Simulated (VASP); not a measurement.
A run of VASP 6.6.1 is set up as follows.

The input INCAR:

```
  PREC = Accurate
  ENCUT = 520
  EDIFF = 1E-6
  ISMEAR = -1
  SIGMA = 0.05
  LREAL = F
  LASPH = T
  NELM = 80
  ALGO = Normal
  ISIF = 2
  LWAVE = F
  LCHARG = F
  GGA = PE
  NBANDS = 38
```

The input KPOINTS:

```
regular mesh
0
Gamma
  7 7 7
```

Contents of POSCAR:

```
NbRu3C
1.0
    4.0378543726      0.0000000000      0.0000000000
    0.0000000000      4.0378543726      0.0000000000
    0.0000000000      0.0000000000      4.0378543726
Ru Nb C
3 1 1
Direct
    0.5000000000      0.5000000000      0.0000000000
    0.5000000000      0.0000000000      0.5000000000
    0.0000000000      0.5000000000      0.5000000000
    0.0000000000      0.0000000000      0.0000000000
    0.5000000000      0.5000000000      0.5000000000
```

Potentials or basis: VASP PAW PBE potentials, release 64 (Ru_pv, Nb_sv, C).

Run with:

```sh
$ cat potpaw_PBE.64/Ru_pv/POTCAR potpaw_PBE.64/Nb_sv/POTCAR potpaw_PBE.64/C/POTCAR > POTCAR
$ mpirun -np 1 vasp_std > vasp.out
```

Question: Estimate the pressure.

Answer: 2.2 GPa.
